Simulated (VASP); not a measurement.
Runs of VASP 6.6.1 on ZrSi6. The structure is that of space group P6/mmm (No. 191), or close to it. The cells are those of the table. 

```tsv
task	cell	k mesh	cutoff (eV)	k mesh for the DOS	occupations for the DOS	gap on the mesh (eV)	pressure (GPa)	relaxed volume (Å³/atom)	largest force (eV/Å)
relaxation of cell and atoms	relaxed from a = 7.210, b = 7.210, c = 2.692 Å, angles 90.0, 90.0, 120.0°, 7 atoms	6 × 6 × 14	600	-	-	none	0.0	17.23	-
single point	a = 7.210, b = 7.210, c = 2.692 Å, angles 90.0, 90.0, 120.0°, 7 atoms	3 × 3 × 6	520	-	-	none	0.0	-	0.01
single point	a = 7.171, b = 7.171, c = 2.709 Å, angles 90.0, 90.0, 120.0°, 7 atoms	6 × 6 × 14	520	-	-	none	0.0	-	0.01
relaxation of cell and atoms	relaxed from a = 7.048, b = 7.048, c = 2.948 Å, angles 90.0, 90.0, 120.0°, 7 atoms	3 × 3 × 6	600	-	-	none	0.1	(a)	-
```

Alike in all rows: level PBE; potentials or basis VASP PAW PBE potentials, release 64 (Zr_sv, Si); no spin polarisation; smearing gaussian 0.1 eV.

Problem. Fill in the values left out.

Solution. (a) 17.29.

Caveats: some runs use coarse meshes.

A k mesh can miss the band edges, and the runs leave out spin-orbit coupling on Zr.

A gap of «none» marks levels without a gap at the run's occupations.
